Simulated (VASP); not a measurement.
Wanted: the native input for a VASP 6.6.1 run.

```yaml
Task: single point
Functional: PBE
Potentials_or_basis: VASP PAW PBE potentials, release 64 (Ba_sv, Ti_sv, O_h)
Cutoff: 1340 eV
k_mesh: 7 × 7 × 7
Occupations: fermi-dirac, width 0.05 eV
Spin: no spin polarisation
Dipole_correction: no
Further_INCAR_settings: ALGO = Normal; EDIFF = 1e-06; NBANDS = 28
```

The structure of BaTiO3 lies in POSCAR:

```
BaTiO3
1.0
    4.0192428844      0.0000000000      0.0000000000
    0.0000000000      4.0192428844      0.0000000000
    0.0000000000      0.0000000000      4.0192428844
Ba Ti O
1 1 3
Direct
    0.5000000000      0.5000000000      0.5000000000
    0.0000000000      0.0000000000      0.0000000000
    0.0000000000      0.0000000000      0.5000000000
    0.0000000000      0.5000000000      0.0000000000
    0.5000000000      0.0000000000      0.0000000000
```

These files were run (other wordings do the same):

INCAR

```
ALGO     = Normal         # electronic algorithm
EDIFF    = 1E-6           # SCF threshold, eV
ENCUT    = 1340           # plane-wave cutoff, eV
GGA      = PE             # functional
GGA_COMPAT= F            
ISIF     = 2              # what is computed and relaxed
ISMEAR   = -1             # smearing method
LASPH    = T              # aspherical terms in the spheres
LCHARG   = F              # write CHGCAR
LREAL    = F              # projectors in reciprocal space
LWAVE    = F              # write WAVECAR
NBANDS   = 28             # bands
NELM     = 120            # most SCF steps
PREC     = Accurate       # precision mode
SIGMA    = 0.05           # smearing width, eV
```

KPOINTS

```
k-points
0
Gamma
  7 7 7
```

Potentials or basis: VASP PAW PBE potentials, release 64 (Ba_sv, Ti_sv, O_h).

Command:

```bash
$ cat potpaw_PBE.64/Ba_sv/POTCAR potpaw_PBE.64/Ti_sv/POTCAR potpaw_PBE.64/O_h/POTCAR > POTCAR
$ mpirun -np 1 vasp_std > vasp.out
```

It gave:

```yaml
Pressure: 1.6 GPa
Band_gap_on_the_k_mesh: 1.78 eV (least direct gap 1.88 eV)
```

Caveat: spin-orbit coupling is left out, which moves the levels of the heavy elements; an odd mesh through Γ misses points on the zone boundary, where band edges can lie.

It took 2.7 min on 1 thread of Intel(R) Xeon(R) Platinum 8559C (Emerald Rapids), on a shared host, peak memory 0.41 GiB.
